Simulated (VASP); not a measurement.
## C: single point with PBE+D3(BJ)

C, a slab with vacuum:

```
C
1.0
     2.46572    0.00000    0.00000
    -1.23286    2.13538    0.00000
     0.00000    0.00000   17.50000
C
4
Direct
  0.33333 0.66667 0.25714
  0.66667 0.33333 0.25716
  0.50000 0.33333 0.45233
  0.83333 0.00000 0.45235
```

```
Program                : VASP 6.6.1
Task                   : single point
Functional             : PBE
Dispersion             : D3(BJ)
Potentials or basis    : VASP PAW PBE potentials, release 64 (C)
Cutoff                 : 520 eV
k mesh                 : 15 × 15 × 1
Occupations            : gaussian, width 0.1 eV
Spin                   : no spin polarisation
Dipole correction      : yes
Further INCAR settings : ALGO = Normal; EDIFF = 1e-06; NBANDS = 16
```

- Largest force: 0.005 eV/Å
- Band gap on the k mesh: 0.20 eV, direct
- Dispersion energy per atom: -0.118 eV

Forces on the atoms (eV/Å):
```
C   -0.003  0.003  0.000
C   -0.005  0.001  0.000
C    0.005 -0.001  0.000
C    0.003 -0.003  0.000
```

Levels at points of the mesh, in eV from the valence-band top:
```
           k point  band 4  band 5  band 6  band 7  band 8  band 9  band 10  band 11  band 12  band 13
(0.00, 0.00, 0.00)   -7.05   -2.93   -2.93   -2.93   -2.92    3.50     3.96     4.88     6.66     6.71
```

Wall time 99 s on 1 thread of Intel(R) Xeon(R) 6975P-C (Granite Rapids) (shared host), peak memory 0.27 GiB.
